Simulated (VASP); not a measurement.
Runs of VASP 6.6.1 on HfO2. Symmetry: Fm-3m, No. 225, cubic system. Conventional cell: a = 5.115 Å, b = 5.115 Å, c = 5.115 Å, α = 90.00°, β = 90.00°, γ = 90.00°. Within 2.9 Å of Hf (site symmetry m-3m) lie 8 O at 2.21 Å. O (site symmetry -43m) has 4 Hf at 2.21 Å and 6 O at 2.56 Å within 2.9 Å. 

```csv
level,k mesh,grid for exact exchange (PRECFOCK),share of exact exchange,screening parameter,gap on the mesh (eV),pressure (GPa)
PBE,8 × 8 × 8,-,-,-,3.73,-6.0
PBE,4 × 4 × 4,-,-,-,3.73,-6.0
r2SCAN-based global hybrid with 15 % exact exchange,4 × 4 × 4,Normal,0.15,-,5.50,-14.9
PBE-based screened hybrid with 15 % exact exchange,4 × 4 × 4,Normal,0.15,0.3 1/Å,4.48,-10.2
HF,4 × 4 × 4,Normal,1,-,(c),-11.6
r2SCAN50,4 × 4 × 4,Normal,0.5,-,8.59,(a)
PBE0,4 × 4 × 4,Normal,0.25,-,(b),-13.4
```

Alike in all rows: task single point; potentials or basis VASP PAW PBE potentials, release 64 (Hf_pv, O); no spin polarisation; cell as given; cutoff (eV) 520; smearing gaussian 0.05 eV.

Q: Estimate the missing entries.

A: (a) -20.9; (b) 6.04; (c) 13.68.

Caveats: some runs use coarse meshes; spin-orbit coupling is left out, which moves the levels of the heavy elements; the PAW data sets were made with another functional, which shifts forces and pressure a little (at least some runs); the cell stands under tension (at least some runs).

A k mesh can miss the band edges, and the runs leave out spin-orbit coupling on Hf.
